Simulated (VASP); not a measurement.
# BaTa3O2 (P-4m2) in VASP: relaxation of cell and atoms with PBE

Aim: the relaxation of cell and atoms of BaTa3O2 with PBE.

All numbers are computed with VASP 6.6.1; they aren't measurements. Logs are shortened: lines on timing, memory, paths and dates and some standing lists are left out, and cuts for length are marked.

## Step 1: The cell of the first run

It takes space group P-4m2 (No. 115, tetragonal). Conventional cell: a = 4.593 Å, b = 4.593 Å, c = 5.208 Å, α = 90.00°, β = 90.00°, γ = 90.00°. Ba (site symmetry -4m2) has 4 O at 2.35 Å within 3.1 Å. Ta (site symmetry -4m2) has 4 O at 2.35 Å within 3.1 Å. Within 2.6 Å of Ta (site symmetry 2mm) lie 1 O at 1.95 Å. Within 2.6 Å of O (site symmetry 2mm) lie 3 Ta at 1.95 to 2.35 Å and 2 Ba at 2.35 Å.

The cell was generated, and may not be a known phase.

## Step 2: Relaxation of cell and atoms, PBE

INCAR

```
SYSTEM = BaTa3O2
ALGO = Normal ; EDIFF = 1E-7
EDIFFG = -0.01 ; ENCUT = 700
GGA = PE ; GGA_COMPAT = .False.
IBRION = 2 ; ISIF = 3
ISMEAR = 0 ; LASPH = .True.
LCHARG = .False. ; LREAL = .False.
LWAVE = .False. ; NELM = 120
NELMIN = 4 ; NSW = 100
PREC = Accurate ; SIGMA = 0.1
```

KPOINTS

```
k-points
0
Gamma
  8 8 8
  0 0 0
```

POSCAR

```
BaTa3O2
1.0
    4.5929632926      0.0000000000      0.0000000000
    0.0000000000      4.5929632926      0.0000000000
    0.0000000000      0.0000000000      5.2080929338
Ba Ta O
1 3 2
Direct
    0.0000000000      0.0000000000      0.0000000000
    0.5000000000      0.5000000000      0.0000000000
    0.0000000000      0.5000000000      0.5272004970
    0.5000000000      0.0000000000      0.4727995030
    0.0000000000      0.5000000000      0.9019625127
    0.5000000000      0.0000000000      0.0980374873
```

Potentials or basis: VASP PAW PBE potentials, release 64 (Ba_sv, Ta_sv_GW, O).

Run with:

```sh
$ cat potpaw_PBE.64/Ba_sv/POTCAR potpaw_PBE.64/Ta_sv_GW/POTCAR potpaw_PBE.64/O/POTCAR > POTCAR
$ mpirun -np 1 vasp_std > vasp.out
```

OUTCAR:

```text
SYSTEM = BaTa3O2
   EDIFF = 1E-7
   EDIFFG = -0.01
   ENCUT = 700
   GGA = PE
   IBRION = 2
   ISIF = 3
   ISMEAR = 0
   LASPH = .True.
   LREAL = .False.
   NELM = 120
   NELMIN = 4
   NSW = 100
   PREC = Accurate

 ion  position               nearest neighbor table
   1  0.000  0.000  0.000-   5 2.35   6 2.35   5 2.35   6 2.35   2 3.25   2 3.25   2 3.25   2 3.25
                             3 3.37   4 3.37   3 3.37   4 3.37   4 3.58   3 3.58   4 3.58   3 3.58
   2  0.500  0.500  0.000-   5 2.35   6 2.35   6 2.35   5 2.35   1 3.25   1 3.25   1 3.25   1 3.25

   3  0.000  0.500  0.527-   5 1.95   4 3.26   4 3.26   4 3.26   4 3.26   1 3.37   1 3.37   1 3.58
                             1 3.58
   4  0.500  0.000  0.473-   6 1.95   3 3.26   3 3.26   3 3.26   3 3.26   1 3.37   1 3.37   1 3.58
                             1 3.58
   5  0.000  0.500  0.902-   3 1.95   2 2.35   1 2.35   1 2.35   2 2.35
   6  0.500  0.000  0.098-   4 1.95   2 2.35   1 2.35   2 2.35   1 2.35

  LATTYP: Found a simple tetragonal cell.
 ALAT       =     4.5929632926
 C/A-ratio  =     1.1339287083

  Lattice vectors:

 A1 = (   4.5929632926,   0.0000000000,   0.0000000000)
 A2 = (   0.0000000000,   4.5929632926,   0.0000000000)
 A3 = (   0.0000000000,   0.0000000000,   5.2080929338)

Analysis of symmetry for initial positions (statically):
=====================================================================
 Subroutine PRICEL returns:
 Original cell was already a primitive cell.

 Routine SETGRP: Setting up the symmetry group for a
 simple tetragonal supercell.

 Subroutine GETGRP returns: Found  8 space group operations
 (whereof  8 operations were pure point group operations)
 out of a pool of 16 trial point group operations.

The static configuration has the point symmetry D_2d.

Analysis of symmetry for dynamics (positions and initial velocities):
=====================================================================
 Subroutine PRICEL returns:
 Original cell was already a primitive cell.

 Routine SETGRP: Setting up the symmetry group for a
 simple tetragonal supercell.

 Subroutine GETGRP returns: Found  8 space group operations
 (whereof  8 operations were pure point group operations)
 out of a pool of 16 trial point group operations.

The dynamic configuration has the point symmetry D_2d.

 Subroutine INISYM returns: Found  8 space group operations
 (whereof  8 operations are pure point group operations),
 and found     1 'primitive' translations

----------------------------------------------------------------------------------------

                                     Primitive cell

  volume of cell :     109.8663

  direct lattice vectors                    reciprocal lattice vectors
     4.592963293  0.000000000  0.000000000     0.217724361  0.000000000  0.000000000
     0.000000000  4.592963293  0.000000000     0.000000000  0.217724361  0.000000000
     0.000000000  0.000000000  5.208092934     0.000000000  0.000000000  0.192008862

  length of vectors
     4.592963293  4.592963293  5.208092934     0.217724361  0.217724361  0.192008862

  position of ions in fractional coordinates (direct lattice)
     0.000000000  0.000000000  0.000000000
     0.500000000  0.500000000  0.000000000
     0.000000000  0.500000000  0.527200497
     0.500000000  0.000000000  0.472799503
     0.000000000  0.500000000  0.901962513
     0.500000000  0.000000000  0.098037487

  ion indices of the primitive-cell ions
   primitive index   ion index
                 1           1
                 2           2
                 3           3
                 4           4
                 5           5
                 6           6

----------------------------------------------------------------------------------------

 KPOINTS: k-points

Automatic generation of k-mesh.
 Grid dimensions read from file:
 generate k-points for:    8    8    8

 Generating k-lattice:

  Cartesian coordinates                     Fractional coordinates (reciprocal lattice)
     0.027215545  0.000000000  0.000000000     0.125000000  0.000000000  0.000000000
     0.000000000  0.027215545  0.000000000     0.000000000  0.125000000  0.000000000
     0.000000000  0.000000000  0.024001108     0.000000000  0.000000000  0.125000000

  Length of vectors
     0.027215545  0.027215545  0.024001108

  Shift w.r.t. Gamma in fractional coordinates (k-lattice)
     0.000000000  0.000000000  0.000000000

 Subroutine IBZKPT returns following result:
 ===========================================

 Found     75 irreducible k-points:

 Following reciprocal coordinates:
            Coordinates               Weight
  0.000000  0.000000  0.000000      1.000000
  0.125000  0.000000  0.000000      4.000000
  0.250000  0.000000  0.000000      4.000000
  0.375000  0.000000  0.000000      4.000000
  0.500000  0.000000  0.000000      2.000000
  0.125000  0.125000  0.000000      4.000000
[... 16 lines left out ...]
  0.375000  0.125000  0.125000     16.000000
  0.500000  0.125000  0.125000      8.000000
 [... further k-points ...]
   k-points           NKPTS =     75   k-points in BZ     NKDIM =     75   number of bands    NBANDS=     36
   number of dos      NEDOS =    301   number of ions     NIONS =      6
   total plane-waves  NPLWV =  76800
   dimension x,y,z NGX =    40 NGY =   40 NGZ =   48
   dimension x,y,z NGXF=    80 NGYF=   80 NGZF=   96
   ions per type =               1   3   2
   NGX,Y,Z   is equivalent  to a cutoff of  14.48, 14.48, 15.32 a.u.
   NGXF,Y,Z  is equivalent  to a cutoff of  28.96, 28.96, 30.64 a.u.
 SYSTEM =  BaTa3O2
   PREC   = accura    normal or accurate (medium, high low for compatibility)
   ISTART =      0    job   : 0-new  1-cont  2-samecut
   ICHARG =      2    charge: 1-file 2-atom 10-const
   ISPIN  =      1    spin polarized calculation?
   LNONCOLLINEAR =      F non collinear calculations
   LSORBIT =      F    spin-orbit coupling
   LASPH  =      T    aspherical Exc in radial PAW
   ENCUT  =  700.0 eV  51.45 Ry    7.17 a.u.   9.91  9.91 11.24*2*pi/ulx,y,z
   NELM   =    120;   NELMIN=  4; NELMDL= -5     # of ELM steps
   EDIFF  = 0.1E-06   stopping-criterion for ELM
   LREAL  =      F    real-space projection
   EDIFFG = -.1E-01   stopping-criterion for IOM
   NSW    =    100    number of steps for IOM
   IBRION =      2    ionic relax: 0-MD 1-quasi-New 2-CG
   NFREE  =      1    steps in history (QN), initial steepest desc. (CG)
   ISIF   =      3    stress and relaxation
   ISYM   =      2    0-nonsym 1-usesym 2-fastsym
   POTIM  = 0.5000    time-step for ionic-motion
   TEBEG  =    0.0;   TEEND  =   0.0 temperature during run
   PSTRESS=    0.0 pullay stress
   NELECT =      61.0000    total number of electrons
   NUPDOWN=      -1.0000    fix difference up-down
   EMIN   =  10.00;   EMAX   =-10.00  energy-range for DOS
   EFERMI =   0.00;   METHOD = LEGACY
   ISMEAR =     0;   SIGMA  =   0.10  broadening in eV -4-tet -1-fermi 0-gaus
   EFERMI_NEDOS =   21; number of points for ismear=-14 and -15
   IALGO  =     38    algorithm
   IMIX   =      4    mixing-type and parameters
     AMIX     =   0.40;   BMIX     =  1.00
     AMIX_MAG =   1.60;   BMIX_MAG =  1.00
  volume/ion in A,a.u.               =      18.31       123.57
  Fermi-wavevector in a.u.,A,eV,Ry     =   1.345540  2.542702 24.633040  1.810477
  Thomas-Fermi vector in A             =   2.473445
   LORBIT       =      0    0 simple, 1 ext, 2 COOP (PROOUT), +10 PAW based schemes
   GGA     = PE    functional components
   LHFCALC =     F    Hartree Fock is set to
   AEXX    =    0.0000 exact exchange contribution
   IVDW    =     0    specifies the selected vdW correction
   LEPSILON=     F    determine dielectric tensor
   LRPA    =     F    only Hartree local field effects (RPA)
 conjugate gradient relaxation of ions
 non-spin polarized calculation
 Gauss-broadening in eV      SIGMA  =   0.10
  energy-cutoff  :      700.00
  volume of cell :      109.87
 maximum number of plane-waves:      4638
 NGX is ok and might be reduce to    40
   NGX = 19   NGY = 19   NGZ = 23

--------------------------------------- Ionic step        1  -------------------------------------------

 number of electron      60.9999991 magnetization

 Free energy of the ion-electron system (eV)
  ---------------------------------------------------
  ext. energy  EPLUGINS =         0.00000000
  ---------------------------------------------------
  free energy    TOTEN  =       -55.91845878 eV

  energy without entropy =      -55.89350618  energy(sigma->0) =      -55.90598248

------------------------ aborting loop because EDIFF is reached ----------------------------------------

  FORCE on cell =-STRESS in cart. coord.  units (eV):
  Direction    XX          YY          ZZ          XY          YZ          ZX
  --------------------------------------------------------------------------------------
  -------------------------------------------------------------------------------------
  Total        1.7972846      1.7972846      0.3133119      0.0000000      0.0000000      0.0000000
  in kB       26.2097423     26.2097423      4.5690177      0.0000000      0.0000000      0.0000000
  external PRESSURE =      18.9961674 kB  Pullay stress =       0.0000000 kB
[... 101 lines left out ...]
  FREE ENERGIE OF THE ION-ELECTRON SYSTEM (eV)
  ---------------------------------------------------
  free  energy   TOTEN  =       -55.9337154246 eV

  energy  without entropy=      -55.9081994961  energy(sigma->0) =      -55.92095746

[... ionic steps 4 to 9 ...]

--------------------------------------- Ionic step       10  -------------------------------------------

 number of electron      61.0000001 magnetization

------------------------ aborting loop because EDIFF is reached ----------------------------------------
[... 75 lines left out ...]
--------------------------------------- Ionic step       12  -------------------------------------------

 number of electron      61.0000001 magnetization

 Free energy of the ion-electron system (eV)
  ---------------------------------------------------
  ext. energy  EPLUGINS =         0.00000000
  ---------------------------------------------------
  free energy    TOTEN  =       -55.93781488 eV

  energy without entropy =      -55.91157348  energy(sigma->0) =      -55.92469418

 E-fermi :   7.2287     XC(G=0): -11.3848

 val. band max:        7.2268455378   @ k =   0.0000   0.0000   0.1250
 cond. band min:       7.2334171268   @ k =   0.5000   0.2500   0.3750
 fundamental gap:      0.0065715890
 Fermi energy:         7.2287365950

 k-point     1 :       0.0000    0.0000    0.0000
  band No.  band energies     occupation
      1     -61.8938      2.00000
      2     -61.7535      2.00000
      3     -61.7396      2.00000
      4     -28.4301      2.00000
      5     -28.4106      2.00000
      6     -28.4106      2.00000
[... 925 lines left out ...]
     35       8.2341      0.00000
     36       8.5128      0.00000

 [... further k-points ...]

------------------------ aborting loop because EDIFF is reached ----------------------------------------

  FORCE on cell =-STRESS in cart. coord.  units (eV):
  Direction    XX          YY          ZZ          XY          YZ          ZX
  --------------------------------------------------------------------------------------
  -------------------------------------------------------------------------------------
  Total        0.0341276      0.0341276     -0.0224945      0.0000000      0.0000000      0.0000000
  in kB        0.4918843      0.4918843     -0.3242156      0.0000000      0.0000000      0.0000000
  external PRESSURE =       0.2198510 kB  Pullay stress =       0.0000000 kB
[... 21 lines left out ...]
  FREE ENERGIE OF THE ION-ELECTRON SYSTEM (eV)
  ---------------------------------------------------
  free  energy   TOTEN  =       -55.9378148772 eV

  energy  without entropy=      -55.9115734809  energy(sigma->0) =      -55.92469418

 reached required accuracy - stopping structural energy minimisation
```

Run time: 65 min. Hardware: 1 thread of Intel Xeon Platinum 8488C (Sapphire Rapids), shared host; peak memory 0.63 GiB.

Results:

| Property | Result |
| --- | --- |
| Free energy | -55.9378 eV |
| Relaxed volume | 18.53 Å³/atom |
| Relaxed cell | a = 4.638 Å, b = 4.638 Å, c = 5.168 Å, α = 90.00°, β = 90.00°, γ = 90.00° |
| Space group after relaxing (to 0.1 Å) | P-4m2 (No. 115) |
| Energy gained by relaxing | 3.2 meV/atom |
| Ionic steps | 12 |
| Pressure after relaxing | 0.0 GPa |
| Largest force after relaxing | 0.004 eV/Å |
| Band gap on the k mesh | zero (an odd number of electrons rules out a gap without spin polarisation) |

Forces on the atoms (eV/Å):
```
Ba   0.000  0.000  0.000
Ta   0.000  0.000  0.000
Ta   0.000  0.000  0.004
Ta   0.000  0.000 -0.004
O    0.000  0.000  0.004
O    0.000  0.000 -0.004
```

Step by step:
| step | energy change (eV) | largest force (eV/Å) | pressure (GPa) | volume (Å³) |
| --- | --- | --- | --- | --- |
| 1 | 0.0000 | 0.1579 | 1.90 | 109.87 |
| 2 | -0.0058 | 0.1470 | -2.07 | 113.35 |
| 3 | -0.0153 | 0.1464 | -0.38 | 111.79 |
| 4 | -0.0161 | 0.2547 | 0.22 | 111.55 |
| 5 | -0.0172 | 0.1315 | -0.05 | 111.65 |
| 6 | -0.0184 | 0.0859 | -0.06 | 111.52 |
| 7 | -0.0193 | 0.0124 | -0.05 | 111.23 |
| 8 | -0.0193 | 0.0127 | -0.05 | 111.24 |
| 9 | -0.0193 | 0.0128 | -0.05 | 111.25 |
| 10 | -0.0193 | 0.0134 | 0.05 | 111.15 |
| 11 | -0.0193 | 0.0133 | 0.04 | 111.17 |
| 12 | -0.0194 | 0.0042 | 0.02 | 111.16 |

Final structure:
```
Ba Ta O
1.0
     4.63771    0.00000    0.00000
     0.00000    4.63771    0.00000
     0.00000    0.00000    5.16828
Ba Ta O
1 3 2
Direct
  0.00000 0.00000 0.00000
  0.50000 0.50000 0.00000
  0.00000 0.50000 0.52380
  0.50000 0.00000 0.47620
  0.00000 0.50000 0.90013
  0.50000 0.00000 0.09987
```

Levels at points of the mesh, in eV from the Fermi level:
| k point | band 29 | band 30 | band 31 | band 32 | band 33 | band 34 |
| --- | --- | --- | --- | --- | --- | --- |
| (0.00, 0.00, 0.00) | -0.89 | -0.48 | 0.25 | 0.43 | 1.16 | 1.16 |
| (0.50, 0.00, 0.00) | -0.79 | -0.63 | 0.27 | 0.48 | 0.49 | 0.71 |
| (0.50, 0.50, 0.00) | -1.01 | -1.01 | -0.65 | -0.02 | 0.52 | 0.96 |
| (0.00, 0.00, 0.50) | -1.30 | -0.28 | -0.28 | 0.38 | 0.38 | 1.74 |
| (0.50, 0.00, 0.50) | -0.66 | -0.40 | 0.08 | 0.22 | 0.54 | 1.22 |
| (0.50, 0.50, 0.50) | -0.46 | 0.36 | 0.36 | 0.94 | 1.09 | 1.58 |

Caveat: spin-orbit coupling is left out, which moves the levels of the heavy elements.
